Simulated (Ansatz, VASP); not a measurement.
# TiN in VASP and in Ansatz

Contents of INCAR:

```
SYSTEM = TiN
PREC = Accurate ; ENCUT = 600
EDIFF = 1E-6 ; ISMEAR = 0
SIGMA = 0.1 ; LREAL = .FALSE.
LASPH = .TRUE. ; NELM = 120
ALGO = Normal ; ISIF = 2
LWAVE = .FALSE. ; LCHARG = .TRUE.
GGA = PS ; LELF = .TRUE.
LVHAR = .TRUE. ; NBANDS = 16
GGA_COMPAT = .FALSE.
```

The input KPOINTS:

```
Automatic mesh
0
G
  8 8 8
  0 0 0
```

File POSCAR:

```
TiN
1.0
    0.0000000000      2.1050000000      2.1050000000
    2.1050000000      0.0000000000      2.1050000000
    2.1050000000      2.1050000000      0.0000000000
Ti N
1 1
Direct
    0.0000000000      0.0000000000      0.0000000000
    0.5000000000      0.5000000000      0.5000000000
```

Input for Ansatz:

```yaml
crystal:
  lattice:
    - [0.0, 2.105, 2.105]
    - [2.105, 0.0, 2.105]
    - [2.105, 2.105, 0.0]
  atoms:
    - { symbol: Ti, position: [0.0, 0.0, 0.0] }
    - { symbol: "N", position: [0.5, 0.5, 0.5] }
basis:
  ecutwfc: 420
kpoints:
  mp_grid: { grid: [8, 8, 8] }
hamiltonian:
  xc: pbesol
  pseudopotentials: { kind: paw, azcp: { folder: soft_1 } }
scf:
  occupations: { method: gaussian, width: 0.1 }
output:
  forces: true
  stress: true
  eigenvalues: true
```

Alike in both runs: task single point; functional PBEsol; k mesh 8 × 8 × 8; occupations gaussian, width 0.1 eV; no spin polarisation.

```csv
,VASP,Ansatz
version,VASP 6.6.1,Ansatz 0.2.0
potentials or method,"VASP PAW PBE potentials, release 64 (Ti_sv, N), cutoff 600 eV","scalar-relativistic, plane waves, PAW"
valence electrons in the cell,17,17
```

VASP gave:

```
gap on the k mesh at the Fermi level (eV) : none
pressure (GPa)                            : -0.7
```

Q: Which values does Ansatz return?

A: gap on the k mesh at the Fermi level (eV): none; pressure (GPa): -1.1.

VASP's potentials were made for PBE, not for PBEsol, and Ansatz warns of the same on its side. A gap of «none» marks a metal or a gap that the smearing closes. The functional is the same, so the differences come from potentials, cutoffs and numerics.
